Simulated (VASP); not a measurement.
# PtSe2 (P-3m1) in VASP: notebook

Aim: see how the results for PtSe2 move with the level of theory and the settings. Levels: PBE, r2SCAN. Tasks: electric field gradients.

Program: VASP 6.6.1. These are calculated values, not measurements. Logs are shortened: lines on timing, memory, paths and dates and some standing lists are left out, and cuts for length are marked.

**1. The cell of the first run**

It takes space group P-3m1 (No. 164, trigonal). Conventional cell: a = 3.724 Å, b = 3.724 Å, c = 5.062 Å, α = 90.00°, β = 90.00°, γ = 120.00°. Pt (site symmetry -3m) has 6 Se at 2.49 Å within 3.3 Å. Se (site symmetry 3m) has 3 Pt at 2.49 Å and 6 Se at 3.32 Å within 3.4 Å.

**2. Electric field gradients, PBE**

Contents of INCAR:

```
ALGO = Normal ; EDIFF = 1E-8
ENCUT = 520 ; GGA = PE
ISIF = 2 ; ISMEAR = -1
LASPH = T ; LCHARG = F
LEFG = T ; LREAL = F
LWAVE = F ; NBANDS = 18
NELM = 80 ; PREC = Accurate
SIGMA = 0.02
```

Contents of KPOINTS:

```
k-points
0
Gamma
  9 9 6
```

Contents of POSCAR:

```
PtSe2
1.0
    3.7240000000      0.0000000000      0.0000000000
   -1.8620000000      3.2250786037      0.0000000000
    0.0000000000      0.0000000000      5.0620000000
Pt Se
1 2
Direct
    0.0000000000      0.0000000000      0.0000000000
    0.3333333333      0.6666666667      0.2500000000
    0.6666666667      0.3333333333      0.7500000000
```

Potentials or basis: VASP PAW PBE potentials, release 64 (Pt, Se).

The run is started by

```console
$ cat potpaw_PBE.64/Pt/POTCAR potpaw_PBE.64/Se/POTCAR > POTCAR
$ mpirun -np 1 vasp_std > vasp.out
```

OUTCAR:

```text
EDIFF = 1E-8
   ENCUT = 520
   GGA = PE
   ISIF = 2
   ISMEAR = -1
   LASPH = T
   LREAL = F
   NELM = 80
   PREC = Accurate

 ion  position               nearest neighbor table
   1  0.000  0.000  0.000-   2 2.49   3 2.49   3 2.49   2 2.49   3 2.49   2 2.49
   2  0.333  0.667  0.250-   1 2.49   1 2.49   1 2.49
   3  0.667  0.333  0.750-   1 2.49   1 2.49   1 2.49

  LATTYP: Found a hexagonal cell.
 ALAT       =     3.7240000000
 C/A-ratio  =     1.3592910849

  Lattice vectors:

 A1 = (   3.7240000000,   0.0000000000,   0.0000000000)
 A2 = (  -1.8620000000,   3.2250786037,   0.0000000000)
 A3 = (   0.0000000000,   0.0000000000,   5.0620000000)

Analysis of symmetry for initial positions (statically):
=====================================================================
 Subroutine PRICEL returns:
 Original cell was already a primitive cell.

 Routine SETGRP: Setting up the symmetry group for a
 hexagonal supercell.

 Subroutine GETGRP returns: Found 12 space group operations
 (whereof 12 operations were pure point group operations)
 out of a pool of 24 trial point group operations.

The static configuration has the point symmetry D_3d.

Analysis of symmetry for dynamics (positions and initial velocities):
=====================================================================
 Subroutine PRICEL returns:
 Original cell was already a primitive cell.

 Routine SETGRP: Setting up the symmetry group for a
 hexagonal supercell.

 Subroutine GETGRP returns: Found 12 space group operations
 (whereof 12 operations were pure point group operations)
 out of a pool of 24 trial point group operations.

The dynamic configuration has the point symmetry D_3d.

 Subroutine INISYM returns: Found 12 space group operations
 (whereof 12 operations are pure point group operations),
 and found     1 'primitive' translations

----------------------------------------------------------------------------------------

                                     Primitive cell

  volume of cell :      60.7956

  direct lattice vectors                    reciprocal lattice vectors
     3.724000000  0.000000000  0.000000000     0.268528464  0.155034981  0.000000000
    -1.862000000  3.225078604  0.000000000     0.000000000  0.310069962  0.000000000
     0.000000000  0.000000000  5.062000000     0.000000000  0.000000000  0.197550375

  length of vectors
     3.724000000  3.724000000  5.062000000     0.310069962  0.310069962  0.197550375

  position of ions in fractional coordinates (direct lattice)
     0.000000000  0.000000000  0.000000000
     0.333333333  0.666666667  0.250000000
     0.666666667  0.333333333  0.750000000

  ion indices of the primitive-cell ions
   primitive index   ion index
                 1           1
                 2           2
                 3           3

----------------------------------------------------------------------------------------

 KPOINTS: k-points

Automatic generation of k-mesh.
 Grid dimensions read from file:
 generate k-points for:    9    9    6

 Generating k-lattice:

  Cartesian coordinates                     Fractional coordinates (reciprocal lattice)
     0.029836496  0.017226109  0.000000000     0.111111111  0.000000000  0.000000000
     0.000000000  0.034452218  0.000000000     0.000000000  0.111111111  0.000000000
     0.000000000  0.000000000  0.032925063     0.000000000  0.000000000  0.166666667

  Length of vectors
     0.034452218  0.034452218  0.032925063

  Shift w.r.t. Gamma in fractional coordinates (k-lattice)
     0.000000000  0.000000000  0.000000000

 Subroutine IBZKPT returns following result:
 ===========================================

 Found     62 irreducible k-points:

 Following reciprocal coordinates:
            Coordinates               Weight
  0.000000  0.000000  0.000000      1.000000
  0.111111 -0.000000  0.000000      6.000000
  0.222222 -0.000000  0.000000      6.000000
  0.333333 -0.000000  0.000000      6.000000
  0.444444 -0.000000  0.000000      6.000000
  0.111111  0.111111  0.000000      6.000000
[... 16 lines left out ...]
  0.222222  0.111111  0.166667     12.000000
 -0.111111  0.333333  0.166667     12.000000
 [... further k-points ...]
   k-points           NKPTS =     62   k-points in BZ     NKDIM =     62   number of bands    NBANDS=     18
   number of dos      NEDOS =    301   number of ions     NIONS =      3
   total plane-waves  NPLWV =  31360
   dimension x,y,z NGX =    28 NGY =   28 NGZ =   40
   dimension x,y,z NGXF=    56 NGYF=   56 NGZF=   80
   ions per type =               1   2
   NGX,Y,Z   is equivalent  to a cutoff of  12.50, 12.50, 13.14 a.u.
   NGXF,Y,Z  is equivalent  to a cutoff of  25.00, 25.00, 26.27 a.u.
 SYSTEM =  unknown system
   PREC   = accura    normal or accurate (medium, high low for compatibility)
   ISTART =      0    job   : 0-new  1-cont  2-samecut
   ICHARG =      2    charge: 1-file 2-atom 10-const
   ISPIN  =      1    spin polarized calculation?
   LNONCOLLINEAR =      F non collinear calculations
   LSORBIT =      F    spin-orbit coupling
   LASPH  =      T    aspherical Exc in radial PAW
   ENCUT  =  520.0 eV  38.22 Ry    6.18 a.u.   6.92  6.92  9.41*2*pi/ulx,y,z
   NELM   =     80;   NELMIN=  2; NELMDL= -5     # of ELM steps
   EDIFF  = 0.1E-07   stopping-criterion for ELM
   LREAL  =      F    real-space projection
   EDIFFG = 0.1E-06   stopping-criterion for IOM
   NSW    =      0    number of steps for IOM
   IBRION =     -1    ionic relax: 0-MD 1-quasi-New 2-CG
   NFREE  =      0    steps in history (QN), initial steepest desc. (CG)
   ISIF   =      2    stress and relaxation
   ISYM   =      2    0-nonsym 1-usesym 2-fastsym
   POTIM  = 0.5000    time-step for ionic-motion
   TEBEG  =    0.0;   TEEND  =   0.0 temperature during run
   PSTRESS=    0.0 pullay stress
   NELECT =      22.0000    total number of electrons
   NUPDOWN=      -1.0000    fix difference up-down
   EMIN   =  10.00;   EMAX   =-10.00  energy-range for DOS
   EFERMI =   0.00;   METHOD = LEGACY
   ISMEAR =    -1;   SIGMA  =   0.02  broadening in eV -4-tet -1-fermi 0-gaus
   EFERMI_NEDOS =   21; number of points for ismear=-14 and -15
   IALGO  =     38    algorithm
   IMIX   =      4    mixing-type and parameters
     AMIX     =   0.40;   BMIX     =  1.00
     AMIX_MAG =   1.60;   BMIX_MAG =  1.00
  volume/ion in A,a.u.               =      20.27       136.76
  Fermi-wavevector in a.u.,A,eV,Ry     =   1.166608  2.204570 18.517184  1.360975
  Thomas-Fermi vector in A             =   2.303119
   LORBIT       =      0    0 simple, 1 ext, 2 COOP (PROOUT), +10 PAW based schemes
   GGA     = PE    functional components
   LHFCALC =     F    Hartree Fock is set to
   AEXX    =    0.0000 exact exchange contribution
   IVDW    =     0    specifies the selected vdW correction
   LEPSILON=     F    determine dielectric tensor
   LRPA    =     F    only Hartree local field effects (RPA)
 non-spin polarized calculation
  energy-cutoff  :      520.00
  volume of cell :       60.80
 maximum number of plane-waves:      1650
   NGX = 13   NGY = 13   NGZ = 19

 number of electron      21.9999999 magnetization

 Free energy of the ion-electron system (eV)
  ---------------------------------------------------
  ext. energy  EPLUGINS =         0.00000000
  ---------------------------------------------------
  free energy    TOTEN  =       -14.18567928 eV

  energy without entropy =      -14.18480837  energy(sigma->0) =      -14.18524383

 E-fermi :   6.6049     XC(G=0): -10.6325

 val. band max:        6.5576698252   @ k =   0.3333   0.3333   0.0000
 cond. band min:       6.6122589322   @ k =   0.0000   0.3333   0.3333
 fundamental gap:      0.0545891070
 Fermi energy:         6.6048860275

 k-point     1 :       0.0000    0.0000    0.0000
  band No.  band energies     occupation
      1      -9.1794      2.00000
      2      -6.3551      2.00000
      3      -0.6638      2.00000
      4       0.0410      2.00000
      5       0.0410      2.00000
      6       2.5009      2.00000
[... 10 lines left out ...]
     17      13.8141      0.00000
     18      18.3486      0.00000
[... 463 lines left out ...]
 k-point    24 :      -0.1111    0.3333    0.1667
  band No.  band energies     occupation
      1      -8.2350      2.00000
      2      -6.7947      2.00000
      3      -0.1535      2.00000
      4       0.3837      2.00000
      5       0.8401      2.00000
      6       1.2530      2.00000
[... 10 lines left out ...]
     17      14.3633      0.00000
     18      16.1437      0.00000

 [... further k-points ...]

------------------------ aborting loop because EDIFF is reached ----------------------------------------

  FORCE on cell =-STRESS in cart. coord.  units (eV):
  Direction    XX          YY          ZZ          XY          YZ          ZX
  --------------------------------------------------------------------------------------
  -------------------------------------------------------------------------------------
  Total        3.0115527      3.0115527      2.2822546      0.0000000      0.0000000     -0.0000000
  in kB       79.3649831     79.3649831     60.1454186      0.0000000      0.0000000     -0.0000000
  external PRESSURE =      72.9584616 kB  Pullay stress =       0.0000000 kB

 VOLUME and BASIS-vectors are now :
 -----------------------------------------------------------------------------
  energy-cutoff  :      520.00
  volume of cell :       60.80
      direct lattice vectors                 reciprocal lattice vectors
     3.724000000  0.000000000  0.000000000     0.268528464  0.155034981  0.000000000
    -1.862000000  3.225078604  0.000000000     0.000000000  0.310069962  0.000000000
     0.000000000  0.000000000  5.062000000     0.000000000  0.000000000  0.197550375

 POSITION                                       TOTAL-FORCE (eV/Angst)
 -----------------------------------------------------------------------------------
      0.00000      0.00000      0.00000         0.000000      0.000000      0.000000
     -0.00000      2.15005      1.26550        -0.000000      0.000000      0.586142
      1.86200      1.07503      3.79650         0.000000     -0.000000     -0.586142
 -----------------------------------------------------------------------------------
    total drift:                               -0.000000     -0.000000     -0.000000

  FREE ENERGIE OF THE ION-ELECTRON SYSTEM (eV)
  ---------------------------------------------------
  free  energy   TOTEN  =       -14.1856792812 eV

  energy  without entropy=      -14.1848083735  energy(sigma->0) =      -14.18524383

 Electric field gradients (V/A^2)
---------------------------------------------------------------------
 ion       V_xx      V_yy      V_zz      V_xy      V_xz      V_yz
---------------------------------------------------------------------
   1     -70.524   -70.525   141.049    -0.000    -0.000     0.000
   2      26.619    26.618   -53.237    -0.000    -0.000     0.000
   3      26.619    26.618   -53.237    -0.000    -0.000     0.000
---------------------------------------------------------------------

 Electric field gradients after diagonalization (V/A^2)
 (convention: |V_zz| > |V_xx| > |V_yy|)
----------------------------------------------------------------------
 ion       V_xx      V_yy      V_zz     asymmetry (V_yy - V_xx)/ V_zz
----------------------------------------------------------------------
   1     -70.525   -70.524   141.049       0.000
   2      26.619    26.618   -53.237       0.000
   3      26.619    26.618   -53.237       0.000
----------------------------------------------------------------------

           NMR quadrupolar parameters

 Cq : quadrupolar parameter    Cq=e*Q*V_zz/h
 eta: asymmetry parameters     (V_yy - V_xx)/ V_zz
 Q  : nuclear electric quadrupole moment in mb (millibarn)
----------------------------------------------------------------------
 ion       Cq(MHz)       eta       Q (mb)
----------------------------------------------------------------------
   1       0.341       0.000       1.000
   2      -0.129       0.000       1.000
   3      -0.129       0.000       1.000
----------------------------------------------------------------------
```

Run time: 1.9 min. Hardware: 1 thread of Intel Xeon 8259CL, shared host; peak memory 0.23 GiB.

What came out:

```yaml
Free_energy: -14.1857 eV
Pressure: 7.3 GPa
Largest_force: 0.586 eV/Å
Band_gap_on_the_k_mesh: zero (bands 11 and 12 overlap by 0.38 eV)
Largest_electric_field_gradient_by_atom: Pt +141.0; Se -53.2 V/Å²
```

Forces on the atoms (eV/Å):
```
Pt   0.000  0.000  0.000
Se   0.000  0.000  0.586
Se   0.000  0.000 -0.586
```

Electric field gradients, principal values (V/Å²):
```
atom    least   middle  greatest (by size)
1 Pt  -70.524  -70.525             141.049
2 Se   26.618   26.619             -53.237
3 Se   26.618   26.619             -53.237
```

Caveat: the cell stands under pressure; without QUAD_EFG the Cq values of the log hold for a quadrupole moment of 1 mb, not for the nuclei; spin-orbit coupling is left out, which moves the levels of the heavy elements.

**3. Electric field gradients, PBE**

Contents of INCAR:

```
PREC = Accurate
ENCUT = 520
EDIFF = 1E-8
ISMEAR = -1
SIGMA = 0.05
LREAL = False
LASPH = True
NELM = 100
ALGO = Normal
ISIF = 2
LWAVE = False
LCHARG = False
GGA = PE
LEFG = True
NBANDS = 18
```

Contents of KPOINTS:

```
regular mesh
0
Gamma
  10 10 7
```

POSCAR is that of step 2.

Potentials or basis: VASP PAW PBE potentials, release 64 (Pt, Se).

The run is started by

```console
$ cat potpaw_PBE.64/Pt/POTCAR potpaw_PBE.64/Se/POTCAR > POTCAR
$ mpirun -np 1 vasp_std > vasp.out
```

OUTCAR:

```text
PREC = Accurate
   ENCUT = 520
   EDIFF = 1E-8
   ISMEAR = -1
   LREAL = False
   LASPH = True
   NELM = 100
   ISIF = 2
   GGA = PE

 ion  position               nearest neighbor table
   1  0.000  0.000  0.000-   2 2.49   3 2.49   3 2.49   2 2.49   3 2.49   2 2.49
   2  0.333  0.667  0.250-   1 2.49   1 2.49   1 2.49
   3  0.667  0.333  0.750-   1 2.49   1 2.49   1 2.49

  LATTYP: Found a hexagonal cell.
 ALAT       =     3.7240000000
 C/A-ratio  =     1.3592910849

  Lattice vectors:

 A1 = (   3.7240000000,   0.0000000000,   0.0000000000)
 A2 = (  -1.8620000000,   3.2250786037,   0.0000000000)
 A3 = (   0.0000000000,   0.0000000000,   5.0620000000)

Analysis of symmetry for initial positions (statically):
=====================================================================
 Subroutine PRICEL returns:
 Original cell was already a primitive cell.

[... 700 lines left out ...]
     0.000000000  0.000000000  5.062000000     0.000000000  0.000000000  0.197550375

 POSITION                                       TOTAL-FORCE (eV/Angst)
 -----------------------------------------------------------------------------------
      0.00000      0.00000      0.00000        -0.000000      0.000000     -0.000000
     -0.00000      2.15005      1.26550         0.000000     -0.000000      0.569285
      1.86200      1.07503      3.79650        -0.000000      0.000000     -0.569285
 -----------------------------------------------------------------------------------
    total drift:                               -0.000000     -0.000000     -0.000000

  FREE ENERGIE OF THE ION-ELECTRON SYSTEM (eV)
  ---------------------------------------------------
  free  energy   TOTEN  =       -14.1897956712 eV

  energy  without entropy=      -14.1854574726  energy(sigma->0) =      -14.18762657

 Electric field gradients (V/A^2)
---------------------------------------------------------------------
 ion       V_xx      V_yy      V_zz      V_xy      V_xz      V_yz
---------------------------------------------------------------------
   1     -71.568   -71.568   143.136    -0.000    -0.000     0.000
   2      25.574    25.574   -51.148    -0.000    -0.000     0.000
   3      25.574    25.574   -51.148    -0.000    -0.000     0.000
---------------------------------------------------------------------

 Electric field gradients after diagonalization (V/A^2)
 (convention: |V_zz| > |V_xx| > |V_yy|)
----------------------------------------------------------------------
 ion       V_xx      V_yy      V_zz     asymmetry (V_yy - V_xx)/ V_zz
----------------------------------------------------------------------
   1     -71.568   -71.567   143.136       0.000
   2      25.575    25.574   -51.148       0.000
   3      25.575    25.574   -51.148       0.000
----------------------------------------------------------------------

           NMR quadrupolar parameters

 Cq : quadrupolar parameter    Cq=e*Q*V_zz/h
 eta: asymmetry parameters     (V_yy - V_xx)/ V_zz
 Q  : nuclear electric quadrupole moment in mb (millibarn)
----------------------------------------------------------------------
 ion       Cq(MHz)       eta       Q (mb)
----------------------------------------------------------------------
   1       0.346       0.000       1.000
   2      -0.124       0.000       1.000
   3      -0.124       0.000       1.000
----------------------------------------------------------------------
```

Wall time 2.5 min (1 thread of Intel Xeon 8259CL, shared host); peak memory 0.24 GiB.

What came out:

```
Free energy                             : -14.1898 eV
Pressure                                : 7.3 GPa
Largest force                           : 0.569 eV/Å
Band gap on the k mesh                  : zero (bands 11 and 12 overlap by 0.55 eV)
Largest electric field gradient by atom : Pt +143.1; Se -51.1 V/Å²
```

Forces on the atoms (eV/Å):
```
Pt   0.000  0.000  0.000
Se   0.000  0.000  0.569
Se   0.000  0.000 -0.569
```

Electric field gradients, principal values (V/Å²):
| atom | least | middle | greatest (by size) |
| --- | --- | --- | --- |
| 1 Pt | -71.567 | -71.568 | 143.136 |
| 2 Se | 25.574 | 25.575 | -51.148 |
| 3 Se | 25.574 | 25.575 | -51.148 |

Caveat: the cell stands under pressure; without QUAD_EFG the Cq values of the log hold for a quadrupole moment of 1 mb, not for the nuclei; spin-orbit coupling is left out, which moves the levels of the heavy elements.

[end of part 1 of 2]

The gap in the log of VASP goes by the Fermi energy; the results here count the filled bands.